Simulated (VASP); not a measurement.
Crystal: LuPbBr5.

```
CELL_PARAMETERS angstrom
5.11754 0.00000 0.00000
0.00000 5.11754 0.00000
0.00000 0.00000 9.06021
ATOMIC_POSITIONS crystal
Lu 0.50000 0.50000 0.00000
Pb 0.00000 0.00000 0.50000
Br 0.00000 0.50000 0.29635
Br 0.00000 0.50000 0.70365
Br 0.50000 0.00000 0.29635
Br 0.50000 0.00000 0.70365
Br 0.00000 0.00000 0.00000
```

- Program: VASP 6.6.1
- Task: relaxation of cell and atoms
- Functional: PBEsol
- Potentials or basis: VASP PAW PBE potentials, release 64 (Lu, Pb_d, Br)
- Cutoff: 600 eV
- k mesh: 4 × 4 × 2
- Occupations: fermi-dirac, width 0.03 eV
- Spin: no spin polarisation

At the start: pressure -5.7 GPa; volume 33.90 Å³/atom.

**Question.** Where does the relaxation end?

**Answer.** Over 12 steps the energy falls by 282.4 meV/atom and the volume is 27.19 Å³/atom (-19.8 %); space group P4/mmm (No. 123, to 0.1 Å) before and after.

Step by step:
```tsv
step	energy change (eV)	largest force (eV/Å)	pressure (GPa)	volume (Å³)
1	0.0000	0.8229	-5.73	237.28
2	-1.1686	1.1989	-0.89	197.96
3	-1.2249	1.3008	1.41	188.90
4	-1.6002	0.9285	1.44	186.57
5	-1.9038	0.1073	2.62	181.28
6	-1.9283	0.0217	-1.85	197.92
7	-1.9746	0.0527	-0.07	190.15
8	-1.9746	0.0538	0.00	189.97
9	-1.9757	0.0344	0.01	189.94
10	-1.9765	0.0033	0.04	189.89
11	-1.9765	0.0033	0.05	189.88
12	-1.9765	0.0027	-0.03	190.32
```

Final structure:
```xyz
7
Lattice="4.9850 0.0000 0.0000 0.0000 4.9850 0.0000 0.0000 0.0000 7.6587" Properties=species:S:1:pos:R:3 pbc="T T T"
Lu    2.4925    2.4925    0.0000
Pb    0.0000    0.0000    3.8294
Br    0.0000    2.4925    1.9767
Br    0.0000    2.4925    5.6820
Br    2.4925    0.0000    1.9767
Br    2.4925    4.9850    5.6820
Br    0.0000    0.0000    0.0000
```

Caveat: the volume moved by over 15 % at a fixed basis, so the end points are rough; the PAW data sets were made with another functional, which shifts forces and pressure a little.
